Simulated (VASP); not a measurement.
# AlN (I-4m2) in VASP: single point with PBEsol

Aim: the single point of AlN with PBEsol.

Everything below comes from runs of VASP 6.6.1. Logs are shortened: lines on timing, memory, paths and dates and some standing lists are left out, and cuts for length are marked.

## Step 1: The cell of the first run

It takes space group I-4m2 (No. 119, tetragonal). The conventional cell has a = 3.157 Å, b = 3.157 Å, c = 4.276 Å, α = 90.00°, β = 90.00°, γ = 90.00°. Al (site symmetry -4m2) has 4 N at 1.91 Å within 2.5 Å. Within 2.5 Å of N (site symmetry -4m2) lie 4 Al at 1.91 Å.

## Step 2: Single point, PBEsol (in-plane strain +0.02, then relaxed in part)

File INCAR:

```
ALGO = Normal
EDIFF = 1E-7
ENCUT = 520
GGA = PS
ISIF = 2
ISMEAR = 0
LASPH = True
LCHARG = False
LREAL = False
LWAVE = False
NBANDS = 11
NELM = 100
PREC = Accurate
SIGMA = 0.01
```

File KPOINTS:

```
k-points
0
Gamma
  10 10 10
```

File POSCAR:

```
AlN
1.0
    2.2324530701      2.2324530701      0.0000000000
   -2.2324530701      2.2324530701      0.0000000000
    0.0000000000      2.2324530701      2.1382240126
Al N
1 1
Direct
    0.0000000000      0.0000000000      0.0000000000
    0.2500000000      0.7500000000      0.5000000000
```

Potentials or basis: VASP PAW PBE potentials, release 64 (Al, N).

Started as:

```bash
$ cat potpaw_PBE.64/Al/POTCAR potpaw_PBE.64/N/POTCAR > POTCAR
$ mpirun -np 1 vasp_std > vasp.out
```

OUTCAR:

```text
EDIFF = 1E-7
   ENCUT = 520
   GGA = PS
   ISIF = 2
   ISMEAR = 0
   LASPH = True
   LREAL = False
   NELM = 100
   PREC = Accurate

 ion  position               nearest neighbor table
   1  0.000  0.000  0.000-   2 1.91   2 1.91   2 1.91   2 1.91
   2  0.250  0.750  0.500-   1 1.91   1 1.91   1 1.91   1 1.91

  LATTYP: Found a body centered tetragonal cell.
 ALAT       =     3.1571654091
 C/A-ratio  =     1.3545213732

  Lattice vectors:

 A1 = (   2.2324530701,   0.0000000000,  -2.1382240126)
 A2 = (  -2.2324530701,   0.0000000000,  -2.1382240126)
 A3 = (   0.0000000000,   2.2324530701,   2.1382240126)

Analysis of symmetry for initial positions (statically):
=====================================================================
 Subroutine PRICEL returns:
 Original cell was already a primitive cell.

 Routine SETGRP: Setting up the symmetry group for a
 body centered tetragonal supercell.

 Subroutine GETGRP returns: Found  8 space group operations
 (whereof  8 operations were pure point group operations)
 out of a pool of 16 trial point group operations.

The static configuration has the point symmetry D_2d.

Analysis of symmetry for dynamics (positions and initial velocities):
=====================================================================
 Subroutine PRICEL returns:
 Original cell was already a primitive cell.

 Routine SETGRP: Setting up the symmetry group for a
 body centered tetragonal supercell.

 Subroutine GETGRP returns: Found  8 space group operations
 (whereof  8 operations were pure point group operations)
 out of a pool of 16 trial point group operations.

The dynamic configuration has the point symmetry D_2d.

 Subroutine INISYM returns: Found  8 space group operations
 (whereof  8 operations are pure point group operations),
 and found     1 'primitive' translations

----------------------------------------------------------------------------------------

                                     Primitive cell

  volume of cell :      21.3132

  direct lattice vectors                    reciprocal lattice vectors
     2.232453070  2.232453070  0.000000000     0.223968874  0.223968874 -0.233838923
    -2.232453070  2.232453070  0.000000000    -0.223968874  0.223968874 -0.233838923
     0.000000000  2.232453070  2.138224013     0.000000000  0.000000000  0.467677846

  length of vectors
     3.157165409  3.157165409  3.091253571     0.393706432  0.393706432  0.467677846

  position of ions in fractional coordinates (direct lattice)
[... 87 lines left out ...]
   POTIM  = 0.5000    time-step for ionic-motion
   TEBEG  =    0.0;   TEEND  =   0.0 temperature during run
   PSTRESS=    0.0 pullay stress
   NELECT =       8.0000    total number of electrons
   NUPDOWN=      -1.0000    fix difference up-down
   EMIN   =  10.00;   EMAX   =-10.00  energy-range for DOS
   EFERMI =   0.00;   METHOD = LEGACY
   ISMEAR =     0;   SIGMA  =   0.01  broadening in eV -4-tet -1-fermi 0-gaus
   EFERMI_NEDOS =   21; number of points for ismear=-14 and -15
   IALGO  =     38    algorithm
   IMIX   =      4    mixing-type and parameters
     AMIX     =   0.40;   BMIX     =  1.00
     AMIX_MAG =   1.60;   BMIX_MAG =  1.00
  volume/ion in A,a.u.               =      10.66        71.91
  Fermi-wavevector in a.u.,A,eV,Ry     =   1.180925  2.231624 18.974455  1.394583
  Thomas-Fermi vector in A             =   2.317208
   LORBIT       =      0    0 simple, 1 ext, 2 COOP (PROOUT), +10 PAW based schemes
   GGA     = PS    functional components
   LHFCALC =     F    Hartree Fock is set to
   AEXX    =    0.0000 exact exchange contribution
   IVDW    =     0    specifies the selected vdW correction
   LEPSILON=     F    determine dielectric tensor
   LRPA    =     F    only Hartree local field effects (RPA)
 non-spin polarized calculation
 Gauss-broadening in eV      SIGMA  =   0.01
  energy-cutoff  :      520.00
  volume of cell :       21.31
 maximum number of plane-waves:       586
   NGX = 11   NGY = 11   NGZ = 11

 number of electron       8.0000001 magnetization

 Free energy of the ion-electron system (eV)
  ---------------------------------------------------
  ext. energy  EPLUGINS =         0.00000000
  ---------------------------------------------------
  free energy    TOTEN  =       -15.59831094 eV

  energy without entropy =      -15.59831094  energy(sigma->0) =      -15.59831094

 E-fermi :   5.8988     XC(G=0): -11.0317

 val. band max:        5.7828555374   @ k =   0.0000   0.0000   0.0000
 cond. band min:       8.7360338140   @ k =   0.0000   0.0000   0.5000
 fundamental gap:      2.9531782766
 Fermi energy:         5.8987850844

 k-point     1 :       0.0000    0.0000    0.0000
  band No.  band energies     occupation
      1      -9.1575      2.00000
      2       5.6189      2.00000
      3       5.6189      2.00000
      4       5.7829      2.00000
      5       9.5980      0.00000
      6      17.8897      0.00000
      7      17.9411      0.00000
      8      17.9411      0.00000
      9      22.3934      0.00000
     10      23.5969      0.00000
     11      23.8763      0.00000
[... 309 lines left out ...]
 k-point    24 :       0.4000    0.3000   -0.0000
  band No.  band energies     occupation
      1      -6.6525      2.00000
      2       1.1134      2.00000
      3       2.2904      2.00000
      4       4.5969      2.00000
      5      11.4327      0.00000
      6      15.5629      0.00000
      7      17.7450      0.00000
      8      19.0996      0.00000
      9      21.2456      0.00000
     10      24.5815      0.00000
     11      29.1718      0.00000

 [... further k-points ...]

------------------------ aborting loop because EDIFF is reached ----------------------------------------

  FORCE on cell =-STRESS in cart. coord.  units (eV):
  Direction    XX          YY          ZZ          XY          YZ          ZX
  --------------------------------------------------------------------------------------
  -------------------------------------------------------------------------------------
  Total       -0.6576114     -0.6576114     -0.0050959      0.0000000      0.0000000      0.0000000
  in kB      -49.4347165    -49.4347165     -0.3830748      0.0000000      0.0000000      0.0000000
  external PRESSURE =     -33.0841693 kB  Pullay stress =       0.0000000 kB

 VOLUME and BASIS-vectors are now :
 -----------------------------------------------------------------------------
  energy-cutoff  :      520.00
  volume of cell :       21.31
      direct lattice vectors                 reciprocal lattice vectors
     2.232453070  2.232453070  0.000000000     0.223968874  0.223968874 -0.233838923
    -2.232453070  2.232453070  0.000000000    -0.223968874  0.223968874 -0.233838923
     0.000000000  2.232453070  2.138224013     0.000000000  0.000000000  0.467677846

 POSITION                                       TOTAL-FORCE (eV/Angst)
 -----------------------------------------------------------------------------------
      0.00000      0.00000      0.00000         0.000000     -0.000000      0.000000
     -1.11623      3.34868      1.06911        -0.000000      0.000000      0.000000
 -----------------------------------------------------------------------------------
    total drift:                               -0.000000      0.000000      0.000000

  FREE ENERGIE OF THE ION-ELECTRON SYSTEM (eV)
  ---------------------------------------------------
  free  energy   TOTEN  =       -15.5983109420 eV

  energy  without entropy=      -15.5983109420  energy(sigma->0) =      -15.59831094
```

Run time: 20 s. Hardware: 1 thread of Intel Xeon 8259CL, shared host; peak memory 0.14 GiB.

What came out:

```
Free energy            : -15.5983 eV
Pressure               : -3.3 GPa
Band gap on the k mesh : 2.95 eV (least direct gap 3.82 eV)
```

Stress tensor (GPa, compression positive):
```
-4.94  0.00  0.00
 0.00 -4.94  0.00
 0.00  0.00 -0.04
```

Caveat: the cell differs from its parent crystal (in-plane strain +0.02, then relaxed in part); the cell stands under tension; the PAW data sets were made with another functional, which shifts forces and pressure a little.
